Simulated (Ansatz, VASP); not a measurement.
**BaO in VASP and in Ansatz**

File INCAR:

```
PREC     = Accurate       # precision mode
ENCUT    = 600            # plane-wave cutoff, eV
EDIFF    = 1E-7           # SCF threshold, eV
ISMEAR   = 0              # smearing method
SIGMA    = 0.02           # smearing width, eV
LREAL    = False          # projectors in reciprocal space
LASPH    = True           # aspherical terms in the spheres
NELM     = 120            # most SCF steps
ALGO     = Normal         # electronic algorithm
ISIF     = 3              # what is computed and relaxed
LWAVE    = False          # write WAVECAR
LCHARG   = False          # write CHGCAR
GGA      = CA             # functional
IBRION   = 2              # ionic algorithm
NSW      = 100            # ionic steps
EDIFFG   = -0.002         # ionic threshold
GGA_COMPAT= False        
NELMIN   = 4
```

File KPOINTS:

```
Automatic mesh
0
Gamma
  8 8 8
```

File POSCAR:

```
BaO
1.0
    0.0000000000      2.7695000000      2.7695000000
    2.7695000000      0.0000000000      2.7695000000
    2.7695000000      2.7695000000      0.0000000000
Ba O
1 1
Direct
    0.0000000000      0.0000000000      0.0000000000
    0.5000000000      0.5000000000      0.5000000000
```

Input for Ansatz:

```yaml
crystal:
  lattice:
    - [0.0, 2.7695, 2.7695]
    - [2.7695, 0.0, 2.7695]
    - [2.7695, 2.7695, 0.0]
  atoms:
    - { symbol: Ba, position: [0.0, 0.0, 0.0] }
    - { symbol: O, position: [0.5, 0.5, 0.5] }
basis:
  ecutwfc: 420
kpoints:
  mp_grid: { grid: [8, 8, 8] }
hamiltonian:
  xc: lda
  pseudopotentials: { kind: paw, azcp: { folder: soft_1 } }
scf:
  occupations: { method: gaussian, width: 0.02 }
output:
  forces: true
  stress: true
  eigenvalues: true
relax:
  adjacent_minimum: "off"
  f_tol: 0.002
  max_steps: 80
  cell: { stress_tol: 0.02 }
```

Alike in both runs: task relaxation of cell and atoms; functional LDA; k mesh 8 × 8 × 8; occupations gaussian, width 0.02 eV; no spin polarisation.

```csv
,VASP,Ansatz
version,VASP 6.6.1,Ansatz 0.2.0
potentials or method,"VASP PAW LDA potentials, release 64 (Ba_sv, O), cutoff 600 eV","scalar-relativistic, plane waves, PAW"
valence electrons in the cell,16,16
```

Ansatz gave:

| Property | Result |
| --- | --- |
| gap on the k mesh at the Fermi level, each at its own relaxed structure (eV) | 1.69 |
| relaxed volume (Å³/atom) | 20.06 |
| relaxed cell length with the largest relative difference (Å) | 3.843 |

Task: What did VASP give for the same quantities?

Result: gap on the k mesh at the Fermi level, each at its own relaxed structure (eV): 1.70; relaxed volume (Å³/atom): 20.55; relaxed cell length with the largest relative difference (Å): 3.874.

Ansatz warns that its potentials were made for another functional, while VASP's fit it. LDA's correlation is that of Perdew and Zunger in VASP and of Perdew and Wang (1992) in Ansatz.

Spin-orbit coupling is off throughout.
